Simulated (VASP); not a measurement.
# HfN (Imm2) in VASP: notebook

The runs below take HfN through single point, with PBEsol.

Everything below comes from runs of VASP 6.6.1. Logs are shortened: lines on timing, memory, paths and dates and some standing lists are left out, and cuts for length are marked.

**1. The cell of the first run**

Symmetry: Imm2, No. 44, orthorhombic system. The conventional cell has a = 3.472 Å, b = 3.472 Å, c = 4.910 Å, α = 90.00°, β = 90.00°, γ = 90.00°. Within 2.8 Å of Hf (site symmetry mm2) lie 4 N at 2.09 to 2.16 Å. N (site symmetry mm2) has 4 Hf at 2.09 to 2.16 Å within 2.8 Å.

**2. Single point, PBEsol (all Hf atoms moved +0.062 Å, as atom 1 along Cartesian [0 0 1])**

The input, INCAR:

```
PREC = Accurate ; ENCUT = 520
EDIFF = 1E-6 ; ISMEAR = 0
SIGMA = 0.15 ; LREAL = False
LASPH = True ; NELM = 80
ALGO = Normal ; ISIF = 2
LWAVE = False ; LCHARG = False
GGA = PS ; NBANDS = 14
```

The input, KPOINTS:

```
regular mesh
0
Gamma
  16 16 16
```

The input, POSCAR:

```
HfN
1.0
    0.0000000000      2.4548220000      2.4548220000
    2.4548220000      0.0000000000      2.4548220000
    2.4548220000      2.4548220000      0.0000000000
Hf N
1 1
Direct
    0.0127300472      0.0127300472     -0.0127300472
    0.7500000000      0.7500000000      0.7500000000
```

Potentials or basis: VASP PAW PBE potentials, release 64 (Hf_pv, N).

Command:

```sh
$ cat potpaw_PBE.64/Hf_pv/POTCAR potpaw_PBE.64/N/POTCAR > POTCAR
$ mpirun -np 1 vasp_std > vasp.out
```

OUTCAR:

```text
PREC = Accurate
   ENCUT = 520
   EDIFF = 1E-6
   ISMEAR = 0
   LREAL = False
   LASPH = True
   NELM = 80
   ISIF = 2
   GGA = PS

 ion  position               nearest neighbor table
   1  0.013  0.013  0.987-   2 2.09   2 2.09   2 2.16   2 2.16
   2  0.750  0.750  0.750-   1 2.09   1 2.09   1 2.16   1 2.16

  LATTYP: Found a face centered cubic cell.
 ALAT       =     4.9096440000

  Lattice vectors:

 A1 = (   0.0000000000,   2.4548220000,   2.4548220000)
 A2 = (   2.4548220000,   0.0000000000,   2.4548220000)
 A3 = (   2.4548220000,   2.4548220000,   0.0000000000)

Analysis of symmetry for initial positions (statically):
=====================================================================
 Subroutine PRICEL returns:
 Original cell was already a primitive cell.

 Routine SETGRP: Setting up the symmetry group for a
 face centered cubic supercell.

 Subroutine GETGRP returns: Found  4 space group operations
 (whereof  4 operations were pure point group operations)
 out of a pool of 48 trial point group operations.

The static configuration has the point symmetry C_2v.

Analysis of symmetry for dynamics (positions and initial velocities):
=====================================================================
 Subroutine PRICEL returns:
 Original cell was already a primitive cell.

 Routine SETGRP: Setting up the symmetry group for a
 face centered cubic supercell.

 Subroutine GETGRP returns: Found  4 space group operations
 (whereof  4 operations were pure point group operations)
 out of a pool of 48 trial point group operations.

The dynamic configuration has the point symmetry C_2v.

 Subroutine INISYM returns: Found  4 space group operations
 (whereof  4 operations are pure point group operations),
 and found     1 'primitive' translations

----------------------------------------------------------------------------------------

                                     Primitive cell

  volume of cell :      29.5863

  direct lattice vectors                    reciprocal lattice vectors
     0.000000000  2.454822000  2.454822000    -0.203680756  0.203680756  0.203680756
     2.454822000  0.000000000  2.454822000     0.203680756 -0.203680756  0.203680756
     2.454822000  2.454822000  0.000000000     0.203680756  0.203680756 -0.203680756

  length of vectors
     3.471642566  3.471642566  3.471642566     0.352785417  0.352785417  0.352785417

  position of ions in fractional coordinates (direct lattice)
     0.012730047  0.012730047  0.987269953
     0.750000000  0.750000000  0.750000000

  ion indices of the primitive-cell ions
   primitive index   ion index
                 1           1
                 2           2

----------------------------------------------------------------------------------------

 KPOINTS: regular mesh

Automatic generation of k-mesh.
 Grid dimensions read from file:
 generate k-points for:   16   16   16

 Generating k-lattice:

  Cartesian coordinates                     Fractional coordinates (reciprocal lattice)
    -0.012730047  0.012730047  0.012730047     0.062500000  0.000000000  0.000000000
     0.012730047 -0.012730047  0.012730047     0.000000000  0.062500000  0.000000000
     0.012730047  0.012730047 -0.012730047     0.000000000  0.000000000  0.062500000

  Length of vectors
     0.022049089  0.022049089  0.022049089

  Shift w.r.t. Gamma in fractional coordinates (k-lattice)
     0.000000000  0.000000000  0.000000000

 Subroutine IBZKPT returns following result:
 ===========================================

 Found    621 irreducible k-points:

 Following reciprocal coordinates:
            Coordinates               Weight
  0.000000  0.000000  0.000000      1.000000
  0.062500  0.000000  0.000000      4.000000
  0.000000  0.000000  0.062500      4.000000
  0.125000  0.000000  0.000000      4.000000
  0.000000  0.000000  0.125000      4.000000
  0.187500  0.000000  0.000000      4.000000
[... 16 lines left out ...]
  0.062500  0.062500 -0.062500      4.000000
  0.187500  0.062500  0.000000      4.000000
 [... further k-points ...]
   k-points           NKPTS =    621   k-points in BZ     NKDIM =    621   number of bands    NBANDS=     14
   number of dos      NEDOS =    301   number of ions     NIONS =      2
   total plane-waves  NPLWV =  21952
   dimension x,y,z NGX =    28 NGY =   28 NGZ =   28
   dimension x,y,z NGXF=    56 NGYF=   56 NGZF=   56
   ions per type =               1   1
   NGX,Y,Z   is equivalent  to a cutoff of  13.41, 13.41, 13.41 a.u.
   NGXF,Y,Z  is equivalent  to a cutoff of  26.82, 26.82, 26.82 a.u.
 SYSTEM =  unknown system
   PREC   = accura    normal or accurate (medium, high low for compatibility)
   ISTART =      0    job   : 0-new  1-cont  2-samecut
   ICHARG =      2    charge: 1-file 2-atom 10-const
   ISPIN  =      1    spin polarized calculation?
   LNONCOLLINEAR =      F non collinear calculations
   LSORBIT =      F    spin-orbit coupling
   LASPH  =      T    aspherical Exc in radial PAW
   ENCUT  =  520.0 eV  38.22 Ry    6.18 a.u.   6.45  6.45  6.45*2*pi/ulx,y,z
   NELM   =     80;   NELMIN=  2; NELMDL= -5     # of ELM steps
   EDIFF  = 0.1E-05   stopping-criterion for ELM
   LREAL  =      F    real-space projection
   EDIFFG = 0.1E-04   stopping-criterion for IOM
   NSW    =      0    number of steps for IOM
   IBRION =     -1    ionic relax: 0-MD 1-quasi-New 2-CG
   NFREE  =      0    steps in history (QN), initial steepest desc. (CG)
   ISIF   =      2    stress and relaxation
   ISYM   =      2    0-nonsym 1-usesym 2-fastsym
   POTIM  = 0.5000    time-step for ionic-motion
   TEBEG  =    0.0;   TEEND  =   0.0 temperature during run
   PSTRESS=    0.0 pullay stress
   NELECT =      15.0000    total number of electrons
   NUPDOWN=      -1.0000    fix difference up-down
   EMIN   =  10.00;   EMAX   =-10.00  energy-range for DOS
   EFERMI =   0.00;   METHOD = LEGACY
   ISMEAR =     0;   SIGMA  =   0.15  broadening in eV -4-tet -1-fermi 0-gaus
   EFERMI_NEDOS =   21; number of points for ismear=-14 and -15
   IALGO  =     38    algorithm
   IMIX   =      4    mixing-type and parameters
     AMIX     =   0.40;   BMIX     =  1.00
     AMIX_MAG =   1.60;   BMIX_MAG =  1.00
  volume/ion in A,a.u.               =      14.79        99.83
  Fermi-wavevector in a.u.,A,eV,Ry     =   1.305395  2.466839 23.185087  1.704056
  Thomas-Fermi vector in A             =   2.436267
   LORBIT       =      0    0 simple, 1 ext, 2 COOP (PROOUT), +10 PAW based schemes
   GGA     = PS    functional components
   LHFCALC =     F    Hartree Fock is set to
   AEXX    =    0.0000 exact exchange contribution
   IVDW    =     0    specifies the selected vdW correction
   LEPSILON=     F    determine dielectric tensor
   LRPA    =     F    only Hartree local field effects (RPA)
 non-spin polarized calculation
 Gauss-broadening in eV      SIGMA  =   0.15
  energy-cutoff  :      520.00
  volume of cell :       29.59
 maximum number of plane-waves:       821
 NGX is ok and might be reduce to    28
   NGX = 13   NGY = 13   NGZ = 13

 number of electron      15.0000000 magnetization

 Free energy of the ion-electron system (eV)
  ---------------------------------------------------
  ext. energy  EPLUGINS =         0.00000000
  ---------------------------------------------------
  free energy    TOTEN  =       -22.23355099 eV

  energy without entropy =      -22.22613671  energy(sigma->0) =      -22.22984385

 E-fermi :   5.5994     XC(G=0): -11.3960

 val. band max:        5.5989079471   @ k =   0.0625   0.0625  -0.0625
 cond. band min:       5.6011573554   @ k =   0.2500   0.2500  -0.3750
 fundamental gap:      0.0022494083
 Fermi energy:         5.5993937748

 k-point     1 :       0.0000    0.0000    0.0000
  band No.  band energies     occupation
      1     -25.4599      2.00000
      2     -25.4540      2.00000
      3     -25.4475      2.00000
      4     -10.4992      2.00000
      5       0.0665      2.00000
      6       0.1403      2.00000
      7       0.2492      2.00000
      8       4.8623      2.00000
      9       7.7962      0.00000
     10       7.8034      0.00000
     11      11.7972      0.00000
     12      12.2579      0.00000
     13      12.5601      0.00000
     14      18.2589      0.00000

 k-point     2 :       0.0625    0.0000    0.0000
  band No.  band energies     occupation
      1     -25.4780      2.00000
      2     -25.4580      2.00000
      3     -25.4499      2.00000
      4     -10.4492      2.00000
      5      -0.0083      2.00000
      6       0.1585      2.00000
      7       0.2767      2.00000
      8       5.0762      2.00000
      9       7.7210      0.00000
     10       7.7264      0.00000
     11      11.9167      0.00000
     12      12.2500      0.00000
     13      12.5391      0.00000
     14      17.8633      0.00000

 k-point     3 :       0.0000    0.0000    0.0625
  band No.  band energies     occupation
      1     -25.4690      2.00000
      2     -25.4624      2.00000
      3     -25.4534      2.00000
      4     -10.4537      2.00000
      5       0.0921      2.00000
      6       0.0968      2.00000
      7       0.2230      2.00000
      8       5.0871      2.00000
      9       7.7354      0.00000
     10       7.7383      0.00000
     11      11.7496      0.00000
     12      12.3068      0.00000
     13      12.6421      0.00000
     14      17.9047      0.00000
[... 324 lines left out ...]
 k-point    23 :       0.0625    0.0625   -0.0625
  band No.  band energies     occupation
      1     -25.5114      2.00000
      2     -25.4742      2.00000
      3     -25.4599      2.00000
      4     -10.3334      2.00000
      5      -0.1797      2.00000
      6       0.2000      2.00000
      7       0.3458      2.00000
      8       5.5989      1.00365
      9       7.3205      0.00000
     10       7.8570      0.00000
     11      11.7267      0.00000
     12      12.4700      0.00000
     13      12.6557      0.00000
     14      17.3380      0.00000

 k-point    24 :       0.1875    0.0625    0.0000
  band No.  band energies     occupation
      1     -25.5877      2.00000
      2     -25.4766      2.00000
      3     -25.4728      2.00000
      4     -10.1477      2.00000
      5      -0.4103      2.00000
      6       0.3334      2.00000
      7       0.4843      2.00000
      8       6.2133      0.00000
      9       7.1012      0.00000
     10       7.7785      0.00000
     11      11.8416      0.00000
     12      12.1427      0.00000
     13      12.8623      0.00000
     14      15.7949      0.00000

 [... further k-points ...]

------------------------ aborting loop because EDIFF is reached ----------------------------------------

  FORCE on cell =-STRESS in cart. coord.  units (eV):
  Direction    XX          YY          ZZ          XY          YZ          ZX
  --------------------------------------------------------------------------------------
  -------------------------------------------------------------------------------------
  Total       -1.0019914     -1.0019914     -1.0461108     -0.6003299      0.0000000      0.0000000
  in kB      -54.2605981    -54.2605981    -56.6497826    -32.5095189      0.0000000      0.0000000
  external PRESSURE =     -55.0569929 kB  Pullay stress =       0.0000000 kB

 VOLUME and BASIS-vectors are now :
 -----------------------------------------------------------------------------
  energy-cutoff  :      520.00
  volume of cell :       29.59
      direct lattice vectors                 reciprocal lattice vectors
     0.000000000  2.454822000  2.454822000    -0.203680756  0.203680756  0.203680756
     2.454822000  0.000000000  2.454822000     0.203680756 -0.203680756  0.203680756
     2.454822000  2.454822000  0.000000000     0.203680756  0.203680756 -0.203680756

 POSITION                                       TOTAL-FORCE (eV/Angst)
 -----------------------------------------------------------------------------------
      2.45482      2.45482      0.06250        -0.000000     -0.000000     -0.713820
      3.68223      3.68223      3.68223         0.000000      0.000000      0.713820
 -----------------------------------------------------------------------------------
    total drift:                               -0.000000     -0.000000      0.000108

  FREE ENERGIE OF THE ION-ELECTRON SYSTEM (eV)
  ---------------------------------------------------
  free  energy   TOTEN  =       -22.2335509890 eV

  energy  without entropy=      -22.2261367110  energy(sigma->0) =      -22.22984385
```

Run time: 6 min. Hardware: 1 thread of Intel Xeon 8259CL, shared host; peak memory 0.38 GiB.

What came out:

```yaml
Free_energy: -22.2336 eV
Pressure: -5.5 GPa
Largest_force: 0.714 eV/Å
Band_gap_on_the_k_mesh: zero (an odd number of electrons rules out a gap without spin polarisation)
```

Forces in eV/Å, atoms in the order of the input:
```
Hf   0.000  0.000 -0.714
N    0.000  0.000  0.714
```

Caveat: the cell differs from its parent crystal (all Hf atoms moved +0.062 Å, as atom 1 along Cartesian [0 0 1]); the cell stands under tension; the PAW data sets were made with another functional, which shifts forces and pressure a little; spin-orbit coupling is left out, which moves the levels of the heavy elements.

**3. Single point, PBEsol (all Hf atoms moved +0.037 Å, as atom 1 along Cartesian [0 0 1])**

The input, INCAR:

```
PREC = Accurate
ENCUT = 520
EDIFF = 1E-6
ISMEAR = 0
SIGMA = 0.15
LREAL = F
LASPH = T
NELM = 100
ALGO = Normal
ISIF = 2
LWAVE = F
LCHARG = T
GGA = PS
LELF = T
LVHAR = T
NBANDS = 14
```

The input, KPOINTS:

```
Automatic mesh
0
Gamma
  16 16 16
```

Changes to POSCAR since step 2:

```diff
@@ -8,3 +8,3 @@
 Direct
-    0.0127300472      0.0127300472     -0.0127300472
+    0.0076380283      0.0076380283     -0.0076380283
     0.7500000000      0.7500000000      0.7500000000
```

Potentials or basis: VASP PAW PBE potentials, release 64 (Hf_pv, N).

Command:

```sh
$ cat potpaw_PBE.64/Hf_pv/POTCAR potpaw_PBE.64/N/POTCAR > POTCAR
$ mpirun -np 1 vasp_std > vasp.out
```

Wall time 6.1 min (1 thread of Intel Xeon 8259CL, shared host); peak memory 0.39 GiB.

Results (log left out):

```yaml
Free_energy: -22.2478 eV
Pressure: -5.8 GPa
Largest_force: 0.431 eV/Å
Band_gap_on_the_k_mesh: zero (an odd number of electrons rules out a gap without spin polarisation)
```

Forces on the atoms (eV/Å):
```
Hf   0.000  0.000 -0.431
N    0.000  0.000  0.431
```

Stress tensor (GPa, compression positive):
```
-5.73 -1.94  0.00
-1.94 -5.73  0.00
 0.00  0.00 -5.83
```

Levels at points of the mesh, in eV from the Fermi level:
| k point | band 4 | band 5 | band 6 | band 7 | band 8 | band 9 | band 10 | band 11 |
| --- | --- | --- | --- | --- | --- | --- | --- | --- |
| (0.00, 0.00, 0.00) | -16.10 | -5.50 | -5.45 | -5.39 | -0.73 | 2.20 | 2.20 | 6.35 |
| (0.50, 0.00, 0.00) | -14.96 | -5.72 | -4.85 | -4.77 | 1.41 | 2.56 | 2.81 | 4.17 |
| (0.00, 0.00, 0.50) | -15.03 | -5.73 | -4.96 | -4.88 | 1.67 | 2.59 | 2.83 | 4.17 |
| (0.50, 0.50, 0.00) | -14.63 | -6.92 | -3.64 | -3.55 | -1.15 | 2.16 | 4.00 | 4.59 |
| (0.00, 0.50, 0.50) | -14.62 | -6.92 | -3.60 | -3.60 | -1.14 | 2.14 | 4.00 | 4.65 |

Caveat: the cell differs from its parent crystal (all Hf atoms moved +0.037 Å, as atom 1 along Cartesian [0 0 1]); the cell stands under tension; the PAW data sets were made with another functional, which shifts forces and pressure a little; spin-orbit coupling is left out, which moves the levels of the heavy elements.
